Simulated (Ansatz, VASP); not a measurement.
## TaN in VASP and in Ansatz

INCAR

```
SYSTEM = TaN
PREC = Accurate ; ENCUT = 700
EDIFF = 1E-6 ; ISMEAR = -1
SIGMA = 0.05 ; LREAL = .False.
LASPH = .True. ; NELM = 200
ALGO = Normal ; ISIF = 2
LWAVE = .False. ; LCHARG = .True.
LMAXMIX = 4 ; LDAU = .True.
LDAUTYPE = 2 ; LDAUL = 2 -1
LDAUU = 6 0 ; LDAUJ = 0 0
LDAUPRINT = 1 ; GGA = PS
LELF = .True. ; LVHAR = .True.
NBANDS = 16 ; GGA_COMPAT = .False.
```

KPOINTS

```
Automatic mesh
0
Gamma
  10 10 9
  0 0 0
```

Contents of POSCAR:

```
TaN
1.0
    2.9380000000      0.0000000000      0.0000000000
   -1.4690000000      2.5443826363      0.0000000000
    0.0000000000      0.0000000000      2.8830000000
Ta N
1 1
Direct
    0.0000000000      0.0000000000      0.5000000000
    0.6666666667      0.3333333333      0.0000000000
```

input.yaml

```yaml
crystal:
  lattice:
    - [2.938, 0.0, 0.0]
    - [-1.469, 2.5443826363, 0.0]
    - [0.0, 0.0, 2.883]
  atoms:
    - { symbol: Ta, position: [0.0, 0.0, 0.5] }
    - { symbol: "N", position: [0.6666666667, 0.3333333333, 0.0] }
hamiltonian:
  xc: pbesol
  pseudopotentials: { kind: paw }
  hubbard: { sites: [{ species: Ta, l: d, u_eff: 6.0 }] }
kpoints:
  mp_grid: { grid: [10, 10, 9] }
scf:
  occupations: { method: fermi_dirac, width: 0.05 }
  n_extra_bands: 6
output:
  forces: true
  stress: true
  eigenvalues: true
  dos: { projected: true, de: 0.05, nscf_kmesh: { grid: [15, 15, 14] } }
  write_density: true
  write_potential: true
  elf: true
  volumetric_format: npy
```

Alike in both runs: functional PBEsol; k mesh 10 × 10 × 9; occupations fermi-dirac, width 0.05 eV; no spin polarisation; Hubbard terms Ta d U = 6.0 eV.

```csv
,VASP,Ansatz
version,VASP 6.6.1,Ansatz 0.2.0
potentials or method,"VASP PAW PBE potentials, release 64 (Ta_sv_GW, N)",Ansatz PAW
plane-wave cutoff (eV),700,420
valence electrons in the cell,18,18
task,single point,projected density of states
```

VASP gave:

* gap on the k mesh at the Fermi level (eV): none
* pressure (GPa): 15.7
* traceless stress, the component that is largest in VASP (GPa): 1.41

Task: Which values does Ansatz return?

Result: gap on the k mesh at the Fermi level (eV): none; pressure (GPa): 1.1; traceless stress, the component that is largest in VASP (GPa): -2.42.

VASP's potentials were made for PBE, not for PBEsol. The programs project onto different local orbitals, so the same U acts differently, and such runs can settle in different states. A gap of «none» marks a metal or a gap that the smearing closes.

Neither program's run includes spin-orbit coupling.
